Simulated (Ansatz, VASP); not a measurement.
## Re in VASP and in Ansatz

```
Re
1.0
     2.75983    0.00000    0.00000
    -1.37991    2.39008    0.00000
     0.00000    0.00000    4.45723
Re
2
Direct
  0.33333 0.66667 0.25000
  0.66667 0.33333 0.75000
```

Alike in both runs: task single point; functional r2SCAN; k mesh 13 × 13 × 7; occupations fermi-dirac, width 0.03 eV; no spin polarisation.

|  | VASP | Ansatz |
| --- | --- | --- |
| version | VASP 6.6.1 | Ansatz 0.2.0 |
| potentials or method | VASP PAW PBE potentials, release 64 (Re), cutoff 520 eV | plane waves (500 eV) with PAW, scalar-relativistic |
| valence electrons in the cell | 14 | 30 |

Ansatz gave:

- pressure (GPa): -0.2
- traceless stress, the component that is largest in VASP (GPa): -0.07

**Question.** Which values does VASP return?

**Answer.** Pressure (GPa): -0.2; traceless stress, the component that is largest in VASP (GPa): -0.14.

VASP's potentials were made for PBE, not for r2SCAN. The functional is the same, so the differences come from potentials, cutoffs and numerics. VASP's potentials hold 14 valence electrons a cell and Ansatz's 30, so a difference there can come from the potentials and not from the codes.

Spin-orbit coupling is off throughout.
